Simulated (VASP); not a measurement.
# Ti4HN4 in VASP: single point with PBEsol

Aim: the single point of Ti4HN4 with PBEsol.

All numbers are computed with VASP 6.6.1; they aren't measurements. Logs are shortened: lines on timing, memory, paths and dates and some standing lists are left out, and cuts for length are marked.

## (1) The cell of the first run

The cell holds a slab with vacuum, 9 atoms: a = 2.973 Å, b = 2.973 Å, c = 25.306 Å, α = 90.00°, β = 90.00°, γ = 90.00°.

## (2) Single point, PBEsol

INCAR reads:

```
SYSTEM = Ti4HN4
PREC = Accurate
ENCUT = 520
EDIFF = 1E-6
ISMEAR = 0
SIGMA = 0.1
LREAL = .False.
LASPH = .True.
NELM = 100
ALGO = Normal
ISIF = 2
LWAVE = .False.
LCHARG = .False.
LDIPOL = .True.
IDIPOL = 3
DIPOL = 0.5 0.5 0.481
GGA = PS
NBANDS = 44
```

KPOINTS reads:

```
regular mesh
0
Gamma
  10 10 1
  0 0 0
```

POSCAR reads:

```
Ti4HN4
1.0
    2.9726300482      0.0000000000      0.0000000000
    0.0000000000      2.9726300482      0.0000000000
    0.0000000000      0.0000000000     25.3059005950
Ti N H
4 4 1
Direct
    0.5000000000      0.5000000000      0.3358900414
    0.0000000000      0.0000000000      0.4189523635
    0.5000000000      0.5000000000      0.5006554480
    0.0000000000      0.0000000000      0.5796550287
    0.0000000000      0.0000000000      0.3358900414
    0.5000000000      0.5000000000      0.4189523635
    0.0000000000      0.0000000000      0.5016394992
    0.5000000000      0.5000000000      0.5968553421
    0.5000000000      0.5000000000      0.6384721729
```

Potentials or basis: VASP PAW PBE potentials, release 64 (Ti_sv, N, H).

Run with:

```console
> cat potpaw_PBE.64/Ti_sv/POTCAR potpaw_PBE.64/N/POTCAR potpaw_PBE.64/H/POTCAR > POTCAR
> mpirun -np 1 vasp_std > vasp.out
```

OUTCAR:

```text
SYSTEM = Ti4HN4
   PREC = Accurate
   ENCUT = 520
   EDIFF = 1E-6
   ISMEAR = 0
   LREAL = .False.
   LASPH = .True.
   NELM = 100
   ISIF = 2
   GGA = PS

 ion  position               nearest neighbor table
   1  0.500  0.500  0.336-   5 2.10   5 2.10   5 2.10   5 2.10   6 2.10
   2  0.000  0.000  0.419-   7 2.09   6 2.10   6 2.10   6 2.10   6 2.10   5 2.10
   3  0.500  0.500  0.501-   6 2.07   7 2.10   7 2.10   7 2.10   7 2.10   4 2.90   4 2.90   4 2.90
                             4 2.90
   4  0.000  0.000  0.580-   7 1.97   8 2.15   8 2.15   8 2.15   8 2.15   3 2.90   3 2.90   3 2.90
                             3 2.90
   5  0.000  0.000  0.336-   1 2.10   1 2.10   1 2.10   1 2.10   2 2.10
   6  0.500  0.500  0.419-   3 2.07   2 2.10   2 2.10   2 2.10   2 2.10   1 2.10
   7  0.000  0.000  0.502-   4 1.97   2 2.09   3 2.10   3 2.10   3 2.10   3 2.10
   8  0.500  0.500  0.597-   9 1.05   4 2.15   4 2.15   4 2.15   4 2.15
   9  0.500  0.500  0.638-   8 1.05

  LATTYP: Found a simple tetragonal cell.
 ALAT       =     2.9726300482
 C/A-ratio  =     8.5129666944

  Lattice vectors:

 A1 = (   2.9726300482,   0.0000000000,   0.0000000000)
 A2 = (   0.0000000000,   2.9726300482,   0.0000000000)
 A3 = (   0.0000000000,   0.0000000000,  25.3059005950)

Analysis of symmetry for initial positions (statically):
=====================================================================
 Subroutine PRICEL returns:
 Original cell was already a primitive cell.

 Routine SETGRP: Setting up the symmetry group for a
 simple tetragonal supercell.

 Subroutine GETGRP returns: Found  8 space group operations
 (whereof  8 operations were pure point group operations)
 out of a pool of 16 trial point group operations.

The static configuration has the point symmetry C_4v.

Analysis of symmetry for dynamics (positions and initial velocities):
=====================================================================
 Subroutine PRICEL returns:
 Original cell was already a primitive cell.

 Routine SETGRP: Setting up the symmetry group for a
 simple tetragonal supercell.

 Subroutine GETGRP returns: Found  8 space group operations
 (whereof  8 operations were pure point group operations)
 out of a pool of 16 trial point group operations.

The dynamic configuration has the point symmetry C_4v.

 Subroutine INISYM returns: Found  8 space group operations
 (whereof  8 operations are pure point group operations),
 and found     1 'primitive' translations

----------------------------------------------------------------------------------------

                                     Primitive cell

  volume of cell :     223.6163

  direct lattice vectors                    reciprocal lattice vectors
     2.972630048  0.000000000  0.000000000     0.336402440  0.000000000  0.000000000
     0.000000000  2.972630048  0.000000000     0.000000000  0.336402440  0.000000000
     0.000000000  0.000000000 25.305900595     0.000000000  0.000000000  0.039516475

  length of vectors
     2.972630048  2.972630048 25.305900595     0.336402440  0.336402440  0.039516475

  position of ions in fractional coordinates (direct lattice)
     0.500000000  0.500000000  0.335890041
     0.000000000  0.000000000  0.418952363
     0.500000000  0.500000000  0.500655448
     0.000000000  0.000000000  0.579655029
     0.000000000  0.000000000  0.335890041
     0.500000000  0.500000000  0.418952363
     0.000000000  0.000000000  0.501639499
     0.500000000  0.500000000  0.596855342
     0.500000000  0.500000000  0.638472173

  ion indices of the primitive-cell ions
   primitive index   ion index
                 1           1
                 2           2
                 3           3
                 4           4
                 5           5
                 6           6
                 7           7
                 8           8
                 9           9

----------------------------------------------------------------------------------------

 KPOINTS: regular mesh

Automatic generation of k-mesh.
 Grid dimensions read from file:
 generate k-points for:   10   10    1

 Generating k-lattice:

  Cartesian coordinates                     Fractional coordinates (reciprocal lattice)
     0.033640244  0.000000000  0.000000000     0.100000000  0.000000000  0.000000000
     0.000000000  0.033640244  0.000000000     0.000000000  0.100000000  0.000000000
     0.000000000  0.000000000  0.039516475     0.000000000  0.000000000  1.000000000

  Length of vectors
     0.033640244  0.033640244  0.039516475

  Shift w.r.t. Gamma in fractional coordinates (k-lattice)
     0.000000000  0.000000000  0.000000000

 Subroutine IBZKPT returns following result:
 ===========================================

 Found     21 irreducible k-points:

 Following reciprocal coordinates:
            Coordinates               Weight
  0.000000  0.000000  0.000000      1.000000
  0.100000  0.000000  0.000000      4.000000
  0.200000  0.000000  0.000000      4.000000
  0.300000  0.000000  0.000000      4.000000
  0.400000  0.000000  0.000000      4.000000
  0.500000  0.000000  0.000000      2.000000
[... 13 lines left out ...]
  0.500000  0.400000  0.000000      4.000000
  0.500000  0.500000  0.000000      1.000000
   k-points           NKPTS =     21   k-points in BZ     NKDIM =     21   number of bands    NBANDS=     44
   number of dos      NEDOS =    301   number of ions     NIONS =      9
   total plane-waves  NPLWV = 110592
   dimension x,y,z NGX =    24 NGY =   24 NGZ =  192
   dimension x,y,z NGXF=    48 NGYF=   48 NGZF=  384
   ions per type =               4   4   1
   NGX,Y,Z   is equivalent  to a cutoff of  13.42, 13.42, 12.61 a.u.
   NGXF,Y,Z  is equivalent  to a cutoff of  26.84, 26.84, 25.23 a.u.
 SYSTEM =  Ti4HN4
   PREC   = accura    normal or accurate (medium, high low for compatibility)
   ISTART =      0    job   : 0-new  1-cont  2-samecut
   ICHARG =      2    charge: 1-file 2-atom 10-const
   ISPIN  =      1    spin polarized calculation?
   LNONCOLLINEAR =      F non collinear calculations
   LSORBIT =      F    spin-orbit coupling
   LASPH  =      T    aspherical Exc in radial PAW
   ENCUT  =  520.0 eV  38.22 Ry    6.18 a.u.   5.53  5.53 47.05*2*pi/ulx,y,z
   NELM   =    100;   NELMIN=  2; NELMDL= -5     # of ELM steps
   EDIFF  = 0.1E-05   stopping-criterion for ELM
   LREAL  =      F    real-space projection
   EDIFFG = 0.1E-04   stopping-criterion for IOM
   NSW    =      0    number of steps for IOM
   IBRION =     -1    ionic relax: 0-MD 1-quasi-New 2-CG
   NFREE  =      0    steps in history (QN), initial steepest desc. (CG)
   ISIF   =      2    stress and relaxation
   ISYM   =      2    0-nonsym 1-usesym 2-fastsym
   POTIM  = 0.5000    time-step for ionic-motion
   TEBEG  =    0.0;   TEEND  =   0.0 temperature during run
   PSTRESS=    0.0 pullay stress
   NELECT =      69.0000    total number of electrons
   NUPDOWN=      -1.0000    fix difference up-down
   EMIN   =  10.00;   EMAX   =-10.00  energy-range for DOS
   EFERMI =   0.00;   METHOD = LEGACY
   ISMEAR =     0;   SIGMA  =   0.10  broadening in eV -4-tet -1-fermi 0-gaus
   EFERMI_NEDOS =   21; number of points for ismear=-14 and -15
   IALGO  =     38    algorithm
   IMIX   =      4    mixing-type and parameters
     AMIX     =   0.40;   BMIX     =  1.00
     AMIX_MAG =   1.60;   BMIX_MAG =  1.00
  volume/ion in A,a.u.               =      24.85       167.67
  Fermi-wavevector in a.u.,A,eV,Ry     =   1.106259  2.090526 16.650922  1.223808
  Thomas-Fermi vector in A             =   2.242757
   LORBIT       =      0    0 simple, 1 ext, 2 COOP (PROOUT), +10 PAW based schemes
   GGA     = PS    functional components
   LHFCALC =     F    Hartree Fock is set to
   AEXX    =    0.0000 exact exchange contribution
   IVDW    =     0    specifies the selected vdW correction
   LEPSILON=     F    determine dielectric tensor
   LRPA    =     F    only Hartree local field effects (RPA)
 non-spin polarized calculation
 Gauss-broadening in eV      SIGMA  =   0.10
  energy-cutoff  :      520.00
  volume of cell :      223.62
 maximum number of plane-waves:      6103
 NGX is ok and might be reduce to    24
   NGX = 11   NGY = 11   NGZ = 95

 dipolmoment           0.000000      0.000000      0.224621 electrons x Angstroem

 number of electron      68.9999980 magnetization

 dipolmoment           0.000000      0.000000     -0.002652 electrons x Angstroem

 Free energy of the ion-electron system (eV)
  ---------------------------------------------------
  ext. energy  EPLUGINS =         0.00000000
  ---------------------------------------------------
  free energy    TOTEN  =       -83.74748960 eV

  energy without entropy =      -83.71970572  energy(sigma->0) =      -83.73359766

 E-fermi :   2.3465     XC(G=0):  -5.4472

 val. band max:        2.3242456662   @ k =   0.2000   0.1000   0.0000
 cond. band min:       2.3519786523   @ k =   0.1000   0.0000   0.0000
 fundamental gap:      0.0277329861
 Fermi energy:         2.3465172797

 k-point     1 :       0.0000    0.0000    0.0000
  band No.  band energies     occupation
      1     -55.2801      2.00000
      2     -55.0929      2.00000
      3     -54.9030      2.00000
      4     -54.8057      2.00000
      5     -31.8634      2.00000
      6     -31.5625      2.00000
[... 36 lines left out ...]
     43       3.5971      0.00000
     44       3.5971      0.00000

 k-point     2 :       0.1000    0.0000    0.0000
  band No.  band energies     occupation
      1     -55.2760      2.00000
      2     -55.0892      2.00000
      3     -54.8976      2.00000
      4     -54.8046      2.00000
      5     -31.8587      2.00000
      6     -31.5886      2.00000
[... 36 lines left out ...]
     43       3.8405      0.00000
     44       4.0969      0.00000

 k-point     3 :       0.2000    0.0000    0.0000
  band No.  band energies     occupation
      1     -55.2651      2.00000
      2     -55.0795      2.00000
      3     -54.8829      2.00000
      4     -54.8023      2.00000
      5     -31.8527      2.00000
      6     -31.6715      2.00000
[... 36 lines left out ...]
     43       4.1442      0.00000
     44       4.3554      0.00000

 k-point     4 :       0.3000    0.0000    0.0000
  band No.  band energies     occupation
      1     -55.2515      2.00000
      2     -55.0676      2.00000
      3     -54.8627      2.00000
      4     -54.8014      2.00000
      5     -31.8688      2.00000
      6     -31.7783      2.00000
[... 741 lines left out ...]
     43       4.8773      0.00000
     44       4.8971      0.00000

 k-point    20 :       0.5000    0.4000    0.0000
  band No.  band energies     occupation
      1     -55.2046      2.00000
      2     -55.0212      2.00000
      3     -54.7990      2.00000
      4     -54.7755      2.00000
      5     -31.8043      2.00000
      6     -31.7975      2.00000
[... 36 lines left out ...]
     43       4.9580      0.00000
     44       4.9672      0.00000

 k-point    21 :       0.5000    0.5000    0.0000
  band No.  band energies     occupation
      1     -55.2012      2.00000
      2     -55.0177      2.00000
      3     -54.7954      2.00000
      4     -54.7721      2.00000
      5     -31.8053      2.00000
      6     -31.8053      2.00000
[... 36 lines left out ...]
     43       5.0980      0.00000
     44       5.1109      0.00000

------------------------ aborting loop because EDIFF is reached ----------------------------------------

 vacuum level on the upper side and lower side of the slab       (xc-potential included)        -0.235        -0.155

  FORCE on cell =-STRESS in cart. coord.  units (eV):
  Direction    XX          YY          ZZ          XY          YZ          ZX
  --------------------------------------------------------------------------------------
  -------------------------------------------------------------------------------------
  Total       -2.9515271     -2.9515271     -0.9520898      0.0000000      0.0000000     -0.0000000
  in kB      -21.1472468    -21.1472468     -6.8215801      0.0000000      0.0000000     -0.0000000
  external PRESSURE =     -16.3720246 kB  Pullay stress =       0.0000000 kB

 VOLUME and BASIS-vectors are now :
 -----------------------------------------------------------------------------
  energy-cutoff  :      520.00
  volume of cell :      223.62
      direct lattice vectors                 reciprocal lattice vectors
     2.972630048  0.000000000  0.000000000     0.336402440  0.000000000  0.000000000
     0.000000000  2.972630048  0.000000000     0.000000000  0.336402440  0.000000000
     0.000000000  0.000000000 25.305900595     0.000000000  0.000000000  0.039516475

 POSITION                                       TOTAL-FORCE (eV/Angst)
 -----------------------------------------------------------------------------------
      1.48632      1.48632      8.50000        -0.000000      0.000000      1.620275
      0.00000      0.00000     10.60197        -0.000000     -0.000000      0.067742
      1.48632      1.48632     12.66954        -0.000000     -0.000000      0.004598
      0.00000      0.00000     14.66869         0.000000     -0.000000      0.037983
      0.00000      0.00000      8.50000        -0.000000     -0.000000     -1.122337
      1.48632      1.48632     10.60197        -0.000000     -0.000000     -0.587883
      0.00000      0.00000     12.69444        -0.000000     -0.000000     -0.029296
      1.48632      1.48632     15.10396        -0.000000     -0.000000     -0.030650
      1.48632      1.48632     16.15711        -0.000000     -0.000000      0.039568
 -----------------------------------------------------------------------------------
    total drift:                                0.000000     -0.000000      0.000068

  FREE ENERGIE OF THE ION-ELECTRON SYSTEM (eV)
  ---------------------------------------------------
  free  energy   TOTEN  =       -83.7474896037 eV

  energy  without entropy=      -83.7197057197  energy(sigma->0) =      -83.73359766

 vacuum level on the upper side and lower side of the slab         4.692         4.776
```

Wall time 4 min (1 thread of AMD EPYC 9R45 (Zen 5), shared host); peak memory 0.39 GiB.

What came out:

* Free energy: -83.7475 eV
* Largest force: 1.620 eV/Å
* Band gap on the k mesh: zero (an odd number of electrons rules out a gap without spin polarisation)

Forces on the atoms (eV/Å):
```
Ti   0.000  0.000  1.620
Ti   0.000  0.000  0.068
Ti   0.000  0.000  0.005
Ti   0.000  0.000  0.038
N    0.000  0.000 -1.122
N    0.000  0.000 -0.588
N    0.000  0.000 -0.029
N    0.000  0.000 -0.031
H    0.000  0.000  0.040
```

Caveat: the PAW data sets were made with another functional, which shifts forces and pressure a little.
